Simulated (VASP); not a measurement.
# Si (I4_1/amd) in VASP: a series of runs

The runs below take Si through single point, with PBE.

Everything below comes from runs of VASP 6.6.1. Logs are shortened: lines on timing, memory, paths and dates and some standing lists are left out, and cuts for length are marked.

### Step 1. The cell of the first run

The structure is tetragonal, space group I4_1/amd (No. 141). The conventional cell has a = 4.866 Å, b = 4.866 Å, c = 2.728 Å, α = 90.00°, β = 90.00°, γ = 90.00°. Within 3.3 Å of Si (site symmetry -4m2) lie 10 Si at 2.53 to 3.18 Å.

### Step 2. Single point, PBE

Contents of INCAR:

```
SYSTEM = Si
PREC = Accurate
ENCUT = 520
EDIFF = 1E-7
ISMEAR = -1
SIGMA = 0.05
LREAL = .FALSE.
LASPH = .TRUE.
NELM = 60
ALGO = Normal
ISIF = 2
LWAVE = .FALSE.
LCHARG = .TRUE.
GGA = PE
LELF = .TRUE.
LVHAR = .TRUE.
NBANDS = 11
```

Contents of KPOINTS:

```
Automatic mesh
0
G
  12 12 12
  0 0 0
```

Contents of POSCAR:

```
Si
1.0
   -2.4329934484      2.4329934484      1.3638067061
    2.4329934484     -2.4329934484      1.3638067061
    2.4329934484      2.4329934484     -1.3638067061
Si
2
Direct
    0.2500000000      0.7500000000      0.5000000000
    0.5000000000      0.5000000000      0.0000000000
```

Potentials or basis: VASP PAW PBE potentials, release 64 (Si).

The run is started by

```console
cat potpaw_PBE.64/Si/POTCAR > POTCAR
mpirun -np 1 vasp_std > vasp.out
```

OUTCAR:

```text
SYSTEM = Si
   PREC = Accurate
   ENCUT = 520
   EDIFF = 1E-7
   ISMEAR = -1
   LREAL = .FALSE.
   LASPH = .TRUE.
   NELM = 60
   ISIF = 2
   GGA = PE

 ion  position               nearest neighbor table
   1  0.250  0.750  0.500-   2 2.53   2 2.53   2 2.53   2 2.53
   2  0.500  0.500  0.000-   1 2.53   1 2.53   1 2.53   1 2.53

  LATTYP: Found a body centered tetragonal cell.
 ALAT       =     4.8659868968
 C/A-ratio  =     0.5605468058

  Lattice vectors:

 A1 = (  -2.4329934484,   2.4329934484,   1.3638067061)
 A2 = (   2.4329934484,  -2.4329934484,   1.3638067061)
 A3 = (   2.4329934484,   2.4329934484,  -1.3638067061)

Analysis of symmetry for initial positions (statically):
=====================================================================
 Subroutine PRICEL returns:
 Original cell was already a primitive cell.

 Routine SETGRP: Setting up the symmetry group for a
 body centered tetragonal supercell.

 Subroutine GETGRP returns: Found 16 space group operations
 (whereof  8 operations were pure point group operations)
 out of a pool of 16 trial point group operations.

The static configuration has the point symmetry D_2d.
 The point group associated with its full space group is D_4h.

Analysis of symmetry for dynamics (positions and initial velocities):
=====================================================================
 Subroutine PRICEL returns:
 Original cell was already a primitive cell.

 Routine SETGRP: Setting up the symmetry group for a
 body centered tetragonal supercell.

 Subroutine GETGRP returns: Found 16 space group operations
 (whereof  8 operations were pure point group operations)
 out of a pool of 16 trial point group operations.

The dynamic configuration has the point symmetry D_2d.
 The point group associated with its full space group is D_4h.

 Subroutine INISYM returns: Found 16 space group operations
 (whereof  8 operations are pure point group operations),
 and found     1 'primitive' translations

----------------------------------------------------------------------------------------

                                     Primitive cell

  volume of cell :      32.2920

  direct lattice vectors                    reciprocal lattice vectors
    -2.432993448  2.432993448  1.363806706     0.000000000  0.205508157  0.366620869
     2.432993448 -2.432993448  1.363806706     0.205508157  0.000000000  0.366620869
     2.432993448  2.432993448 -1.363806706     0.205508157  0.205508157  0.000000000

  length of vectors
     3.701200207  3.701200207  3.701200207     0.420290928  0.420290928  0.290632423

  position of ions in fractional coordinates (direct lattice)
     0.250000000  0.750000000  0.500000000
     0.500000000  0.500000000  0.000000000

  ion indices of the primitive-cell ions
   primitive index   ion index
                 1           1
                 2           2

----------------------------------------------------------------------------------------

 KPOINTS: Automatic mesh

Automatic generation of k-mesh.
 Grid dimensions read from file:
 generate k-points for:   12   12   12

 Generating k-lattice:

  Cartesian coordinates                     Fractional coordinates (reciprocal lattice)
     0.000000000  0.017125680  0.030551739     0.083333333  0.000000000  0.000000000
     0.017125680  0.000000000  0.030551739     0.000000000  0.083333333  0.000000000
     0.017125680  0.017125680  0.000000000     0.000000000  0.000000000  0.083333333

  Length of vectors
     0.035024244  0.035024244  0.024219369

  Shift w.r.t. Gamma in fractional coordinates (k-lattice)
     0.000000000  0.000000000  0.000000000

 Subroutine IBZKPT returns following result:
 ===========================================

 Found    163 irreducible k-points:

 Following reciprocal coordinates:
            Coordinates               Weight
  0.000000  0.000000  0.000000      1.000000
  0.083333  0.000000 -0.000000      8.000000
  0.166667  0.000000 -0.000000      8.000000
  0.250000  0.000000  0.000000      8.000000
  0.333333  0.000000 -0.000000      8.000000
  0.416667  0.000000 -0.000000      8.000000
[... 16 lines left out ...]
  0.500000  0.166667  0.000000     16.000000
 -0.416667  0.166667  0.000000     16.000000
 [... further k-points ...]
   k-points           NKPTS =    163   k-points in BZ     NKDIM =    163   number of bands    NBANDS=     11
   number of dos      NEDOS =    301   number of ions     NIONS =      2
   total plane-waves  NPLWV =  21952
   dimension x,y,z NGX =    28 NGY =   28 NGZ =   28
   dimension x,y,z NGXF=    56 NGYF=   56 NGZF=   56
   ions per type =               2
   NGX,Y,Z   is equivalent  to a cutoff of  12.58, 12.58, 12.58 a.u.
   NGXF,Y,Z  is equivalent  to a cutoff of  25.15, 25.15, 25.15 a.u.
 SYSTEM =  Si
   PREC   = accura    normal or accurate (medium, high low for compatibility)
   ISTART =      0    job   : 0-new  1-cont  2-samecut
   ICHARG =      2    charge: 1-file 2-atom 10-const
   ISPIN  =      1    spin polarized calculation?
   LNONCOLLINEAR =      F non collinear calculations
   LSORBIT =      F    spin-orbit coupling
   LASPH  =      T    aspherical Exc in radial PAW
   ENCUT  =  520.0 eV  38.22 Ry    6.18 a.u.   6.88  6.88  6.88*2*pi/ulx,y,z
   NELM   =     60;   NELMIN=  2; NELMDL= -5     # of ELM steps
   EDIFF  = 0.1E-06   stopping-criterion for ELM
   LREAL  =      F    real-space projection
   EDIFFG = 0.1E-05   stopping-criterion for IOM
   NSW    =      0    number of steps for IOM
   IBRION =     -1    ionic relax: 0-MD 1-quasi-New 2-CG
   NFREE  =      0    steps in history (QN), initial steepest desc. (CG)
   ISIF   =      2    stress and relaxation
   ISYM   =      2    0-nonsym 1-usesym 2-fastsym
   POTIM  = 0.5000    time-step for ionic-motion
   TEBEG  =    0.0;   TEEND  =   0.0 temperature during run
   PSTRESS=    0.0 pullay stress
   NELECT =       8.0000    total number of electrons
   NUPDOWN=      -1.0000    fix difference up-down
   EMIN   =  10.00;   EMAX   =-10.00  energy-range for DOS
   EFERMI =   0.00;   METHOD = LEGACY
   ISMEAR =    -1;   SIGMA  =   0.05  broadening in eV -4-tet -1-fermi 0-gaus
   EFERMI_NEDOS =   21; number of points for ismear=-14 and -15
   IALGO  =     38    algorithm
   IMIX   =      4    mixing-type and parameters
     AMIX     =   0.40;   BMIX     =  1.00
     AMIX_MAG =   1.60;   BMIX_MAG =  1.00
  volume/ion in A,a.u.               =      16.15       108.96
  Fermi-wavevector in a.u.,A,eV,Ry     =   1.028190  1.942997 14.383727  1.057174
  Thomas-Fermi vector in A             =   2.162173
   LORBIT       =      0    0 simple, 1 ext, 2 COOP (PROOUT), +10 PAW based schemes
   GGA     = PE    functional components
   LHFCALC =     F    Hartree Fock is set to
   AEXX    =    0.0000 exact exchange contribution
   IVDW    =     0    specifies the selected vdW correction
   LEPSILON=     F    determine dielectric tensor
   LRPA    =     F    only Hartree local field effects (RPA)
 non-spin polarized calculation
  energy-cutoff  :      520.00
  volume of cell :       32.29
 maximum number of plane-waves:       882
   NGX = 13   NGY = 13   NGZ = 13

 number of electron       8.0000000 magnetization

 Free energy of the ion-electron system (eV)
  ---------------------------------------------------
  ext. energy  EPLUGINS =         0.00000000
  ---------------------------------------------------
  free energy    TOTEN  =       -10.24275753 eV

  energy without entropy =      -10.23646565  energy(sigma->0) =      -10.23961159

 E-fermi :   8.4994     XC(G=0): -10.6746

 val. band max:        8.4877685834   @ k =   0.5000   0.2500   0.0833
 cond. band min:       8.5090283656   @ k =   0.3333   0.1667  -0.0000
 fundamental gap:      0.0212597822
 Fermi energy:         8.4994022344

 k-point     1 :       0.0000    0.0000    0.0000
  band No.  band energies     occupation
      1      -4.8052      2.00000
      2       6.1486      2.00000
      3       6.1486      2.00000
      4       6.4105      2.00000
      5      10.3045      0.00000
      6      15.6425      0.00000
      7      16.8700      0.00000
      8      16.9435      0.00000
      9      16.9435      0.00000
     10      18.5059      0.00000
     11      18.6310      0.00000

 k-point     2 :       0.0833    0.0000   -0.0000
  band No.  band energies     occupation
      1      -4.6293      2.00000
      2       5.4782      2.00000
      3       6.0777      2.00000
      4       7.3821      2.00000
      5      10.6943      0.00000
      6      14.4942      0.00000
      7      15.1285      0.00000
      8      16.4819      0.00000
      9      16.6339      0.00000
     10      18.0606      0.00000
     11      19.7358      0.00000

 k-point     3 :       0.1667    0.0000   -0.0000
  band No.  band energies     occupation
      1      -4.1031      2.00000
      2       5.0070      2.00000
      3       5.9735      2.00000
      4       8.6909      0.04250
      5      11.7156      0.00000
      6      12.1543      0.00000
      7      12.8965      0.00000
      8      15.2484      0.00000
      9      15.3551      0.00000
     10      16.9326      0.00000
     11      19.2034      0.00000

 k-point     4 :       0.2500    0.0000    0.0000
  band No.  band energies     occupation
      1      -3.2310      2.00000
      2       4.8409      2.00000
      3       5.9925      2.00000
      4       8.7768      0.00776
      5      10.8544      0.00000
      6      11.0183      0.00000
      7      12.5938      0.00000
      8      14.1833      0.00000
      9      14.2376      0.00000
     10      15.8720      0.00000
     11      19.6236      0.00000
[... 239 lines left out ...]
 k-point    22 :       0.4167    0.1667    0.0000
  band No.  band energies     occupation
      1       0.5773      2.00000
      2       2.6716      2.00000
      3       3.8631      2.00000
      4       6.8915      2.00000
      5       8.1889      1.99599
      6      10.6736      0.00000
      7      12.2491      0.00000
      8      15.4073      0.00000
      9      17.2386      0.00000
     10      18.6089      0.00000
     11      20.4379      0.00000

 k-point    23 :       0.5000    0.1667    0.0000
  band No.  band energies     occupation
      1      -1.0429      2.00000
      2       2.7197      2.00000
      3       5.3069      2.00000
      4       6.7730      2.00000
      5       8.9526      0.00023
      6      11.1307      0.00000
      7      13.2914      0.00000
      8      14.3604      0.00000
      9      16.9990      0.00000
     10      19.0460      0.00000
     11      19.4743      0.00000

 k-point    24 :      -0.4167    0.1667    0.0000
  band No.  band energies     occupation
      1      -2.4027      2.00000
      2       2.4049      2.00000
      3       6.2936      2.00000
      4       7.9757      1.99994
      5      10.2257      0.00000
      6      12.0263      0.00000
      7      12.3428      0.00000
      8      14.7761      0.00000
      9      16.4774      0.00000
     10      17.8795      0.00000
     11      18.8115      0.00000

 [... further k-points ...]
[... 5 lines left out ...]
  --------------------------------------------------------------------------------------
  -------------------------------------------------------------------------------------
  Total       -0.7836472     -0.7836472     -1.2640244      0.0000000      0.0000000      0.0000000
  in kB      -38.8809161    -38.8809161    -62.7149871      0.0000000      0.0000000      0.0000000
  external PRESSURE =     -46.8256064 kB  Pullay stress =       0.0000000 kB

 VOLUME and BASIS-vectors are now :
 -----------------------------------------------------------------------------
  energy-cutoff  :      520.00
  volume of cell :       32.29
      direct lattice vectors                 reciprocal lattice vectors
    -2.432993448  2.432993448  1.363806706     0.000000000  0.205508157  0.366620869
     2.432993448 -2.432993448  1.363806706     0.205508157  0.000000000  0.366620869
     2.432993448  2.432993448 -1.363806706     0.205508157  0.205508157  0.000000000

 POSITION                                       TOTAL-FORCE (eV/Angst)
 -----------------------------------------------------------------------------------
      2.43299     -0.00000      0.68190        -0.000000     -0.000000     -0.000000
      0.00000      0.00000      1.36381         0.000000      0.000000      0.000000
 -----------------------------------------------------------------------------------
    total drift:                                0.000000      0.000000      0.000000

  FREE ENERGIE OF THE ION-ELECTRON SYSTEM (eV)
  ---------------------------------------------------
  free  energy   TOTEN  =       -10.2427575319 eV

  energy  without entropy=      -10.2364656462  energy(sigma->0) =      -10.23961159
```

Wall time 84 s (1 thread of AMD EPYC 7R13, shared host); peak memory 0.15 GiB.

What came out:

```
Free energy            : -10.2428 eV
Pressure               : -4.7 GPa
Band gap on the k mesh : zero (band 4 reaches 10.53 eV, above the bottom of band 5 at 4.29 eV)
```

Levels at points of the mesh, in eV from the Fermi level:
```csv
k point,band 1,band 2,band 3,band 4,band 5,band 6,band 7,band 8,band 9
"(0.00, 0.00, 0.00)",-13.30,-2.35,-2.35,-2.09,1.81,7.14,8.37,8.44,8.44
"(0.50, 0.00, 0.00)",-7.60,-6.55,-2.04,-1.76,-1.71,1.23,4.18,5.25,8.70
"(0.50, 0.50, 0.00)",-10.31,-10.31,0.37,0.37,2.54,2.54,7.55,7.55,9.03
"(0.50, 0.50, 0.50)",-8.09,-8.09,-6.43,-6.43,5.22,5.22,12.23,12.23,13.36
```

### Step 3. Single point, PBE

This run uses another cell than the first one, of 16.74 Å³/atom, 1.037 times its volume.

Contents of INCAR:

```
SYSTEM = Si
PREC     = Accurate       ! precision mode
ENCUT    = 520            ! plane-wave cutoff, eV
EDIFF    = 1E-6           ! SCF threshold, eV
ISMEAR   = -1             ! smearing method
SIGMA    = 0.05           ! smearing width, eV
LREAL    = .FALSE.        ! projectors in reciprocal space
LASPH    = .TRUE.         ! aspherical terms in the spheres
NELM     = 60             ! most SCF steps
ALGO     = Normal         ! electronic algorithm
ISIF     = 2              ! what is computed and relaxed
LWAVE    = .FALSE.        ! write WAVECAR
LCHARG   = .FALSE.        ! write CHGCAR
GGA      = PE             ! functional
NBANDS   = 11             ! bands
```

KPOINTS is that of step 2.

Contents of POSCAR:

```
Si
1.0
   -2.4626670247      2.4626670247      1.3804401345
    2.4626670247     -2.4626670247      1.3804401345
    2.4626670247      2.4626670247     -1.3804401345
Si
2
Direct
    0.2500000000      0.7500000000      0.5000000000
    0.5000000000      0.5000000000      0.0000000000
```

Potentials or basis: VASP PAW PBE potentials, release 64 (Si).

The run is started by

```console
cat potpaw_PBE.64/Si/POTCAR > POTCAR
mpirun -np 1 vasp_std > vasp.out
```

It took 66 s on 1 thread of AMD EPYC 7R13, shared host; peak memory 0.15 GiB.

It converged, with:

| Item | Value |
| --- | --- |
| Free energy | -10.1969 eV |
| Pressure | -7.5 GPa |
| Band gap on the k mesh | zero (band 4 reaches 9.98 eV, above the bottom of band 5 at 4.03 eV) |

Stress tensor (GPa, compression positive):
```
-7.01  0.00  0.00
 0.00 -7.01  0.00
 0.00  0.00 -8.57
```

Levels at points of the mesh, in eV from the Fermi level:
```tsv
k point	band 2	band 3	band 4	band 5	band 6	band 7
(0.00, 0.00, 0.00)	-2.28	-2.28	-2.23	1.94	6.98	8.05
(0.50, 0.00, 0.00)	-6.37	-1.98	-1.79	-1.71	1.34	4.01
(0.50, 0.50, 0.00)	-10.09	0.38	0.38	2.45	2.45	7.30
(0.50, 0.50, 0.50)	-7.99	-6.21	-6.21	5.11	5.11	11.75
```
